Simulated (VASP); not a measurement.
Zn:

```
Zn
1.0
    -1.58968    1.58968    1.58968
     1.58968   -1.58968    1.58968
     1.58968    1.58968   -1.58968
Zn
1
Direct
  0.00000 0.00000 0.00000
```

This isn't the form of Zn at room conditions, which is hcp.

Base run:

| Item | Value |
| --- | --- |
| Program | VASP 6.6.1 |
| Functional | PBE0 |
| Potentials or basis | VASP PAW PBE potentials, release 64 (Zn) |
| Cutoff | 520 eV |
| k mesh | 8 × 8 × 8 |
| Occupations | fermi-dirac, width 0.05 eV |
| Spin | no spin polarisation |

Its results: band gap on the k mesh zero (bands 6 and 7 overlap by 6.38 eV); pressure -4.0 GPa.

Problem. The run is repeated on the same cell with these changes: k mesh from 8 × 8 × 8 to 6 × 6 × 6; further incar settings from ALGO = Normal; EDIFF = 1e-06; NBANDS = 12 to ALGO = Normal; EDIFF = 1e-07; NBANDS = 12. What comes out?

Solution. Band gap on the k mesh zero (bands 6 and 7 overlap by 6.53 eV); pressure -2.8 GPa.

Caveats: some runs use coarse meshes; the PAW data sets were made with another functional, which shifts forces and pressure a little; the cell stands under tension (at least some runs).
